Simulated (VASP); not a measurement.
Runs of VASP 6.6.1 on Ca. The structure is that of space group I4/mmm (No. 139), or close to it. The cells are those of the table. 

```csv
level,potentials or basis,cell,smearing,gap on the mesh (eV),pressure (GPa)
LDA,"VASP PAW LDA potentials, release 64 (Ca_sv)","a = 3.872 Å, angles 113.9, 113.8, 101.0°, 1 atom",gaussian 0.05 eV,none,(a)
LDA,"VASP PAW LDA potentials, release 64 (Ca_sv)","a = 3.846 Å, angles 113.9, 113.8, 101.0°, 1 atom",gaussian 0.05 eV,none,-2.0
LDA,"VASP PAW LDA potentials, release 64 (Ca_sv)","a = 3.794 Å, angles 113.9, 113.8, 101.0°, 1 atom",gaussian 0.05 eV,none,(b)
RPBE,"VASP PAW PBE potentials, release 64 (Ca_sv)","a = 3.846 Å, angles 113.9, 113.8, 101.0°, 1 atom",gaussian 0.1 eV,none,0.5
LDA,"VASP PAW LDA potentials, release 64 (Ca_sv)","a = 3.922 Å, angles 113.9, 113.8, 101.0°, 1 atom",gaussian 0.05 eV,none,-2.7
```

Alike in all rows: task single point; no spin polarisation; k mesh 9 × 9 × 9; cutoff (eV) 520.

Problem. Fill in the values left out.

Solution. (a) -2.3; (b) -1.5.

Caveats: the PAW data sets were made with another functional, which shifts forces and pressure a little (some runs).

A gap of «none» marks levels without a gap at the run's occupations.
